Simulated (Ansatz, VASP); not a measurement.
**KMgF3 in VASP and in Ansatz**

The input INCAR:

```
SYSTEM = KMgF3
ALGO     = Normal         ! electronic algorithm
EDIFF    = 1E-6           ! SCF threshold, eV
ENCUT    = 520            ! plane-wave cutoff, eV
GGA      = PE             ! functional
ISIF     = 2              ! what is computed and relaxed
ISMEAR   = -1             ! smearing method
LASPH    = .True.         ! aspherical terms in the spheres
LCHARG   = .False.        ! write CHGCAR
LREAL    = .False.        ! projectors in reciprocal space
LWAVE    = .False.        ! write WAVECAR
NBANDS   = 24             ! bands
NELM     = 100            ! most SCF steps
PREC     = Accurate       ! precision mode
SIGMA    = 0.05           ! smearing width, eV
```

The input KPOINTS:

```
k-points
0
Gamma
  6 6 6
  0 0 0
```

Contents of POSCAR:

```
KMgF3
1.0
    3.9859000000     -0.0199295000      0.0000000000
   -0.0199295000      3.9859000000      0.0000000000
    0.0000000000      0.0000000000      3.9859000000
K Mg F
1 1 3
Direct
    0.5000000000      0.5000000000      0.5000000000
    0.0000000000      0.0000000000      0.0000000000
    0.0000000000      0.0000000000      0.5000000000
    0.0000000000      0.5000000000      0.0000000000
    0.5000000000      0.0000000000      0.0000000000
```

The input input.yaml:

```yaml
crystal:
  lattice:
    - [3.9859, -0.0199295, 0.0]
    - [-0.0199295, 3.9859, 0.0]
    - [0.0, 0.0, 3.9859]
  atoms:
    - { symbol: K, position: [0.5, 0.5, 0.5] }
    - { symbol: Mg, position: [0.0, 0.0, 0.0] }
    - { symbol: F, position: [0.0, 0.0, 0.5] }
    - { symbol: F, position: [0.0, 0.5, 0.0] }
    - { symbol: F, position: [0.5, 0.0, 0.0] }
hamiltonian:
  xc: pbe
  pseudopotentials: { kind: paw }
kpoints:
  mp_grid: { grid: [6, 6, 6] }
scf:
  occupations: { method: fermi_dirac, width: 0.05 }
output:
  forces: true
  stress: true
  eigenvalues: true
```

Alike in both runs: task single point; functional PBE; k mesh 6 × 6 × 6; occupations fermi-dirac, width 0.05 eV; no spin polarisation.

```csv
,VASP,Ansatz
version,VASP 6.6.1,Ansatz 0.2.0
potentials or method,"VASP PAW PBE potentials, release 64 (K_sv, Mg, F)",Ansatz PAW
plane-wave cutoff (eV),520,420
valence electrons in the cell,32,40
```

|  | VASP | Ansatz | Ansatz less VASP |
| --- | --- | --- | --- |
| gap on the k mesh at the Fermi level (eV) | 7.30 | 7.33 | +0.030 |
| least direct gap on the mesh (eV) | 7.61 | 7.64 | +0.028 |
| pressure (GPa) | 3.4 | 3.8 | +0.43 |
| traceless stress, the component that is largest in VASP (GPa) | 0.49 | 0.48 | -0.007 |

The functional is the same, so the differences come from potentials, cutoffs and numerics. VASP's potentials hold 32 valence electrons a cell and Ansatz's 40, so a difference there can come from the potentials and not from the codes.
